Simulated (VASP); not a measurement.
# BaF2 (Fm-3m) in VASP: G0W0 quasiparticle levels with LDA

Aim: the G0W0 quasiparticle levels of BaF2 with LDA.

Program: VASP 6.6.1. These are calculated values, not measurements. Logs are shortened: lines on timing, memory, paths and dates and some standing lists are left out, and cuts for length are marked.

### 1 The cell of the first run

Symmetry: Fm-3m, No. 225, cubic system. The conventional cell has a = 6.194 Å, b = 6.194 Å, c = 6.194 Å, α = 90.00°, β = 90.00°, γ = 90.00°. Within 3.5 Å of Ba (site symmetry m-3m) lie 8 F at 2.68 Å. F (site symmetry -43m) has 4 Ba at 2.68 Å and 6 F at 3.10 Å within 3.5 Å.

### 2 G0W0 quasiparticle levels, LDA

Contents of POSCAR:

```
BaF2
1.0
    0.0000000000      3.0971637718      3.0971637718
    3.0971637718      0.0000000000      3.0971637718
    3.0971637718      3.0971637718      0.0000000000
Ba F
1 2
Direct
    0.0000000000      0.0000000000      0.0000000000
    0.2500000000      0.2500000000      0.2500000000
    0.7500000000      0.7500000000      0.7500000000
```

Contents of INCAR.step1:

```
PREC = Accurate ; ENCUT = 500
EDIFF = 1E-8 ; ISMEAR = 0
SIGMA = 0.01 ; LREAL = False
LASPH = True ; NELM = 60
ALGO = Normal ; LWAVE = True
LCHARG = False
```

Contents of INCAR.step2:

```
PREC = Accurate ; ENCUT = 500
EDIFF = 1E-8 ; ISMEAR = 0
SIGMA = 0.01 ; LREAL = False
LASPH = True ; NELM = 1
ALGO = Exact ; LWAVE = True
LCHARG = False ; NBANDS = 132
LOPTICS = True ; ISTART = 1
```

Contents of INCAR.step3:

```
PREC = Accurate ; ENCUT = 500
EDIFF = 1E-8 ; ISMEAR = 0
SIGMA = 0.01 ; LREAL = False
LASPH = True ; ALGO = EVGW0
LWAVE = False ; LCHARG = False
NELMGW = 1 ; NBANDS = 132
ENCUTGW = 150.0 ; NOMEGA = 48
PRECFOCK = Fast ; ISTART = 1
NBANDSGW = 20
```

Contents of KPOINTS:

```
Automatic mesh
0
Gamma
  4 4 4
```

Potentials or basis: VASP PAW LDA potentials, release 64 (Ba_sv_GW, F_GW).

Launch:

```
cat potpaw_LDA.64/Ba_sv_GW/POTCAR potpaw_LDA.64/F_GW/POTCAR > POTCAR
cp INCAR.step1 INCAR
mpirun -np 1 vasp_std > vasp.out
cp INCAR.step2 INCAR
mpirun -np 1 vasp_std > vasp.out
cp INCAR.step3 INCAR
mpirun -np 1 vasp_std > vasp.out
```

OUTCAR:

```text
PREC = Accurate
   ENCUT = 500
   EDIFF = 1E-8
   ISMEAR = 0
   LREAL = False
   LASPH = True
   NELMGW = 1
   ENCUTGW = 150.0
   PRECFOCK = Fast
   ISTART = 1

 ion  position               nearest neighbor table
   1  0.000  0.000  0.000-   3 2.68   3 2.68   3 2.68   2 2.68   3 2.68   2 2.68   2 2.68   2 2.68

   2  0.250  0.250  0.250-   1 2.68   1 2.68   1 2.68   1 2.68
   3  0.750  0.750  0.750-   1 2.68   1 2.68   1 2.68   1 2.68

  LATTYP: Found a face centered cubic cell.
 ALAT       =     6.1943275436

  Lattice vectors:

 A1 = (   0.0000000000,   3.0971637718,   3.0971637718)
 A2 = (   3.0971637718,   0.0000000000,   3.0971637718)
 A3 = (   3.0971637718,   3.0971637718,   0.0000000000)

Analysis of symmetry for initial positions (statically):
=====================================================================
 Subroutine PRICEL returns:
 Original cell was already a primitive cell.

 Routine SETGRP: Setting up the symmetry group for a
 face centered cubic supercell.

 Subroutine GETGRP returns: Found 48 space group operations
 (whereof 48 operations were pure point group operations)
 out of a pool of 48 trial point group operations.

The static configuration has the point symmetry O_h .

Analysis of symmetry for dynamics (positions and initial velocities):
=====================================================================
 Subroutine PRICEL returns:
 Original cell was already a primitive cell.

 Routine SETGRP: Setting up the symmetry group for a
 face centered cubic supercell.

 Subroutine GETGRP returns: Found 48 space group operations
 (whereof 48 operations were pure point group operations)
 out of a pool of 48 trial point group operations.

The dynamic configuration has the point symmetry O_h .

 Subroutine INISYM returns: Found 48 space group operations
 (whereof 48 operations are pure point group operations),
 and found     1 'primitive' translations

----------------------------------------------------------------------------------------

                                     Primitive cell

  volume of cell :      59.4186

  direct lattice vectors                    reciprocal lattice vectors
     0.000000000  3.097163772  3.097163772    -0.161438024  0.161438024  0.161438024
     3.097163772  0.000000000  3.097163772     0.161438024 -0.161438024  0.161438024
     3.097163772  3.097163772  0.000000000     0.161438024  0.161438024 -0.161438024

  length of vectors
     4.380051011  4.380051011  4.380051011     0.279618860  0.279618860  0.279618860

  position of ions in fractional coordinates (direct lattice)
     0.000000000  0.000000000  0.000000000
     0.250000000  0.250000000  0.250000000
     0.750000000  0.750000000  0.750000000

  ion indices of the primitive-cell ions
   primitive index   ion index
                 1           1
                 2           2
                 3           3

----------------------------------------------------------------------------------------

 KPOINTS: Automatic mesh

Automatic generation of k-mesh.
 Grid dimensions read from file:
 generate k-points for:    4    4    4

 Generating k-lattice:

  Cartesian coordinates                     Fractional coordinates (reciprocal lattice)
    -0.040359506  0.040359506  0.040359506     0.250000000  0.000000000  0.000000000
     0.040359506 -0.040359506  0.040359506     0.000000000  0.250000000  0.000000000
     0.040359506  0.040359506 -0.040359506     0.000000000  0.000000000  0.250000000

  Length of vectors
     0.069904715  0.069904715  0.069904715

  Shift w.r.t. Gamma in fractional coordinates (k-lattice)
     0.000000000  0.000000000  0.000000000

 Subroutine IBZKPT returns following result:
 ===========================================

 Found      8 irreducible k-points:

 Following reciprocal coordinates:
            Coordinates               Weight
  0.000000  0.000000  0.000000      1.000000
  0.250000  0.000000  0.000000      8.000000
  0.500000  0.000000  0.000000      4.000000
  0.250000  0.250000  0.000000      6.000000
  0.500000  0.250000  0.000000     24.000000
 -0.250000  0.250000  0.000000     12.000000
  0.500000  0.500000  0.000000      3.000000
 -0.250000  0.500000  0.250000      6.000000
   k-points           NKPTS =      8   k-points in BZ     NKDIM =     64   number of bands    NBANDS=    132
   number of dos      NEDOS =    301   number of ions     NIONS =      3
   total plane-waves  NPLWV =  32768
   dimension x,y,z NGX =    32 NGY =   32 NGZ =   32
   dimension x,y,z NGXF=    64 NGYF=   64 NGZF=   64
   ions per type =               1   2
   NGX,Y,Z   is equivalent  to a cutoff of  12.15, 12.15, 12.15 a.u.
   NGXF,Y,Z  is equivalent  to a cutoff of  24.29, 24.29, 24.29 a.u.
 SYSTEM =  unknown system
   PREC   = accura    normal or accurate (medium, high low for compatibility)
   ISTART =      1    job   : 0-new  1-cont  2-samecut
   ICHARG =      0    charge: 1-file 2-atom 10-const
   ISPIN  =      1    spin polarized calculation?
   LNONCOLLINEAR =      F non collinear calculations
   LSORBIT =      F    spin-orbit coupling
   LASPH  =      T    aspherical Exc in radial PAW
   ENCUT  =  500.0 eV  36.75 Ry    6.06 a.u.   7.99  7.99  7.99*2*pi/ulx,y,z
   NELM   =     60;   NELMIN=  2; NELMDL=  0     # of ELM steps
   EDIFF  = 0.1E-07   stopping-criterion for ELM
   LREAL  =      F    real-space projection
   EDIFFG = 0.1E-06   stopping-criterion for IOM
   NSW    =      0    number of steps for IOM
   IBRION =     -1    ionic relax: 0-MD 1-quasi-New 2-CG
   NFREE  =      0    steps in history (QN), initial steepest desc. (CG)
   ISIF   =      0    stress and relaxation
   ISYM   =      3    0-nonsym 1-usesym 2-fastsym
   POTIM  = 0.5000    time-step for ionic-motion
   TEBEG  =    0.0;   TEEND  =   0.0 temperature during run
   PSTRESS=    0.0 pullay stress
   NELECT =      24.0000    total number of electrons
   NUPDOWN=      -1.0000    fix difference up-down
   EMIN   =  10.00;   EMAX   =-10.00  energy-range for DOS
   EFERMI =   0.00;   METHOD = LEGACY
   ISMEAR =     0;   SIGMA  =   0.01  broadening in eV -4-tet -1-fermi 0-gaus
   EFERMI_NEDOS =   21; number of points for ismear=-14 and -15
   IALGO  =     38    algorithm
   IMIX   =      4    mixing-type and parameters
     AMIX     =   0.40;   BMIX     =  1.00
     AMIX_MAG =   1.60;   BMIX_MAG =  1.00
  volume/ion in A,a.u.               =      19.81       133.66
  Fermi-wavevector in a.u.,A,eV,Ry     =   1.210146  2.286844 19.925095  1.464453
  Thomas-Fermi vector in A             =   2.345702
   LORBIT       =      0    0 simple, 1 ext, 2 COOP (PROOUT), +10 PAW based schemes
   GGA     = CA    functional components
   LHFCALC =     T    Hartree Fock is set to
   PRECFOCK=fast      Normal, Fast or Accurate (Low or Medium for compatibility)
   ENCUT4O =  -1.0   cutoff for four orbital integrals eV
   NKREDX  =     1    reduce k-point grid by
   NKREDY  =     1    reduce k-point grid by
   NKREDZ  =     1    reduce k-point grid by
   AEXX    =    1.0000 exact exchange contribution
   HFSCREEN=    0.0000 screening length (either q_TF or 0.3 A-1)
   HFSCREENC=   0.0000 screening length for correlation (either q_TF or 0.3 A-1)
   ENCUTFOCK=  -1.0 apply spherical cutoff to Coloumb kernel
   IVDW    =     0    specifies the selected vdW correction
   LEPSILON=     F    determine dielectric tensor
   LRPA    =     F    only Hartree local field effects (RPA)
   LRPAFORCE           =     F    calculate RPA forces
   ENCUTGW             = 150.0    cutoff for response function in eV
   ENCUTGWSOFT         = 120.0    soft cutoff for Coulomb kernel in GW response function in eV
   ENCUTLF             =  -1.0    cutoff for local field effects
   NELMGW              =     1    number of iterations in solving QP/BSE equation
   NELMHF              =     1    number of iterations in the inner HF iteration
   NKREDLFX            =     1    NKREDLFY  =   1   NKREDLFZ  =   1
 non-spin polarized calculation
 Gauss-broadening in eV      SIGMA  =   0.01
  energy-cutoff  :      500.00
  volume of cell :       59.42
 maximum number of plane-waves:      1540
  NGX = 18; NGY = 18; NGZ = 18
   NGX = 15   NGY = 15   NGZ = 15
 maximum number of plane-waves:       259
 NGX is ok and might be reduce to    18

 QP shifts <psi_nk| G(iteration)W_0 |psi_nk>: iteration 1
 for sc-GW calculations column KS-energies equals QP-energies in previous step
 and V_xc(KS)=  KS-energies - (<T + V_ion + V_H > + <T+V_H+V_ion>^1  + <V_x>^1)

 k-point   1 :       0.0000    0.0000    0.0000
  band No.  KS-energies  QP-energies   sigma(KS)   V_xc(KS)     V^pw_x(r,r')   Z            occupation Imag(sigma)

      1     -23.2569     -24.6392     -17.6450     -15.6414     -25.3246       0.6900       2.0000       1.1982
      2     -18.9611     -22.4075     -27.6787     -22.6858     -37.0236       0.6903       2.0000       0.7319
      3     -18.9143     -22.1831     -26.8437     -22.1378     -35.9221       0.6946       2.0000       0.7599
      4      -8.1238     -10.1723     -16.9289     -14.4401     -19.4768       0.8231       2.0000       0.1095
      5      -8.1238     -10.1723     -16.9289     -14.4401     -19.4768       0.8231       2.0000       0.1095
      6      -8.1238     -10.1723     -16.9289     -14.4401     -19.4768       0.8231       2.0000       0.1095
[... 12 lines left out ...]
     19      11.9600      16.6253      -7.7369     -13.3843      -2.7468       0.8261       0.0000      -0.1169
     20      11.9600      16.6253      -7.7369     -13.3843      -2.7468       0.8261       0.0000      -0.1169

 k-point   2 :       0.2500    0.0000    0.0000
  band No.  KS-energies  QP-energies   sigma(KS)   V_xc(KS)     V^pw_x(r,r')   Z            occupation Imag(sigma)

      1     -23.1498     -24.4868     -17.5254     -15.5873     -25.1010       0.6898       2.0000       1.1850
      2     -19.0682     -22.4115     -27.1032     -22.2593     -36.3467       0.6902       2.0000       0.7537
      3     -19.0023     -22.3947     -27.3646     -22.4589     -36.6400       0.6915       2.0000       0.7466
      4      -8.2240     -10.2864     -16.9854     -14.4688     -19.6411       0.8195       2.0000       0.1231
      5      -8.2138     -10.2686     -16.9247     -14.4210     -19.5493       0.8207       2.0000       0.1214
      6      -8.2138     -10.2686     -16.9247     -14.4210     -19.5493       0.8207       2.0000       0.1214
[... 12 lines left out ...]
     19      11.4734      15.2578      -7.3658     -11.8797      -2.8068       0.8384       0.0000      -0.1080
     20      12.2937      17.6219      -7.7049     -14.1790      -2.3317       0.8230       0.0000      -0.1197
[... 102 lines left out ...]
      3     -19.0966     -22.5185     -27.4706     -22.4968     -36.8279       0.6880       2.0000       0.7505
      4      -8.5550     -10.6423     -16.8493     -14.2927     -19.7253       0.8164       2.0000       0.1673
      5      -8.5550     -10.6423     -16.8493     -14.2927     -19.7253       0.8164       2.0000       0.1673
      6      -7.9457     -10.0052     -17.2153     -14.7256     -19.7081       0.8272       2.0000       0.0932
[... 12 lines left out ...]
     19      11.7611      16.3449      -7.7202     -13.2616      -2.7798       0.8272       0.0000      -0.1138
     20      11.7611      16.3449      -7.7202     -13.2616      -2.7798       0.8272       0.0000      -0.1138

 k-point   8 :      -0.2500    0.5000    0.2500
  band No.  KS-energies  QP-energies   sigma(KS)   V_xc(KS)     V^pw_x(r,r')   Z            occupation Imag(sigma)

      1     -22.9554     -24.2147     -17.2544     -15.4562     -24.6187       0.7003       2.0000       1.1584
      2     -19.2046     -22.5671     -27.2260     -22.2946     -36.5858       0.6818       2.0000       0.7575
      3     -19.2046     -22.5671     -27.2260     -22.2946     -36.5858       0.6818       2.0000       0.7575
      4      -8.5746     -10.6648     -16.8237     -14.2636     -19.7161       0.8164       2.0000       0.1709
      5      -8.2495     -10.3141     -17.0517     -14.5262     -19.7482       0.8175       2.0000       0.1280
      6      -8.2495     -10.3141     -17.0517     -14.5262     -19.7482       0.8175       2.0000       0.1280
[... 12 lines left out ...]
     19      11.8571      16.6869      -7.8214     -13.6659      -2.7497       0.8264       0.0000      -0.1132
     20      12.3836      17.6132      -7.8511     -14.2148      -2.5133       0.8218       0.0000      -0.1216
```

Wall time 3.3 min (1 thread of Intel Xeon 6975P-C (Granite Rapids), shared host); peak memory 0.6 GiB.

What came out:

| Item | Value |
| --- | --- |
| Quasiparticle gap | 9.53 eV |
| Least direct quasiparticle gap | 9.66 eV |
| Band gap of the starting levels on the mesh | 6.47 eV |
| Least direct gap of the starting levels on the mesh | 6.57 eV |

Caveat: the k points lie up to 0.44 Å⁻¹ apart; bands, screening cutoff and mesh are small and nothing is extrapolated, so the quasiparticle values aren't converged; spin-orbit coupling is left out, which moves the levels of the heavy elements.
